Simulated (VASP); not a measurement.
**Na: single point with PBE**

Crystal: Na.

```
Na
1.0
     5.90783    0.00000   -1.26545
     0.00000    4.05039    0.00000
    -3.85846    0.00000    6.96173
Na
4
Direct
  0.24208 0.02056 0.99232
  0.75792 0.52056 0.00768
  0.25801 0.02439 0.50810
  0.74199 0.52439 0.49190
```

The cell was generated, and may not be a known phase.

```
Program             : VASP 6.6.1
Task                : single point
Functional          : PBE
Potentials or basis : VASP PAW PBE potentials, release 64 (Na_pv)
Cutoff              : 520 eV
k mesh              : 4 × 4 × 4
Occupations         : gaussian, width 0.1 eV
Spin                : no spin polarisation
```

| Property | Result |
| --- | --- |
| Pressure | 0.1 GPa |
| Largest force | 0.006 eV/Å |
| Band gap on the k mesh | zero (bands 14 and 15 overlap by 2.09 eV) |

Forces on the atoms (eV/Å):
```
Na   0.002  0.005  0.001
Na  -0.002  0.005 -0.001
Na  -0.001 -0.005 -0.004
Na   0.001 -0.005  0.004
```

Levels at points of the mesh, in eV from the Fermi level:
```csv
k point,band 12,band 13,band 14,band 15,band 16,band 17
"(0.00, 0.00, 0.00)",-24.90,-3.30,0.66,0.67,1.11,1.12
"(0.50, 0.00, 0.00)",-24.91,-1.46,-1.46,-0.90,-0.90,5.69
"(0.00, 0.50, 0.00)",-24.91,-0.98,-0.98,2.74,2.74,2.75
"(0.50, 0.50, 0.00)",-24.90,0.60,0.60,1.03,1.03,1.09
"(0.00, 0.00, 0.50)",-24.90,-2.23,-2.23,1.30,1.30,2.48
"(0.50, 0.00, 0.50)",-24.90,-2.23,-2.23,1.27,1.31,2.44
"(0.00, 0.50, 0.50)",-24.90,0.04,0.04,0.04,0.04,3.47
"(0.50, 0.50, 0.50)",-24.90,0.04,0.04,0.04,0.04,3.43
```

Wall time 39 s on 1 thread of Intel(R) Xeon(R) 6975P-C (Granite Rapids), with other jobs on the host, peak memory 0.28 GiB.

Caveat: the k points lie up to 0.39 Å⁻¹ apart, too coarse for converged energies and pressures of a metal.
